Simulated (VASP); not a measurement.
The system is Rh.

```
Rh
1.0
     0.00000    1.90081    1.90081
     1.90081    0.00000    1.90081
     1.90081    1.90081    0.00000
Rh
1
Direct
  0.00000 0.00000 0.00000
```

Base run:

```yaml
Program: VASP 6.6.1
Functional: r2SCAN
Potentials_or_basis: VASP PAW PBE potentials, release 64 (Rh_pv)
Cutoff: 520 eV
k_mesh: 14 × 14 × 14
Occupations: gaussian, width 0.2 eV
Spin: no spin polarisation
```

Its results: pressure 1.0 GPa.

Q: After a change of settings the same cell gave: pressure 3.2 GPa. Which change was it?
A. occupations from gaussian, width 0.2 eV to methfessel-paxton, width 0.2 eV
B. k mesh from 14 × 14 × 14 to 9 × 9 × 9; occupations from gaussian, width 0.2 eV to fermi-dirac, width 0.1 eV
C. occupations from gaussian, width 0.2 eV to gaussian, width 0.6 eV
D. occupations from gaussian, width 0.2 eV to methfessel-paxton, width 0.6 eV; further incar settings from ALGO = Normal; EDIFF = 1e-06; NBANDS = 14 to ALGO = Normal; EDIFF = 1e-07; NBANDS = 14

A: C.

Caveats: the PAW data sets were made with another functional, which shifts forces and pressure a little.

The runs don't all hold the same shells in valence.
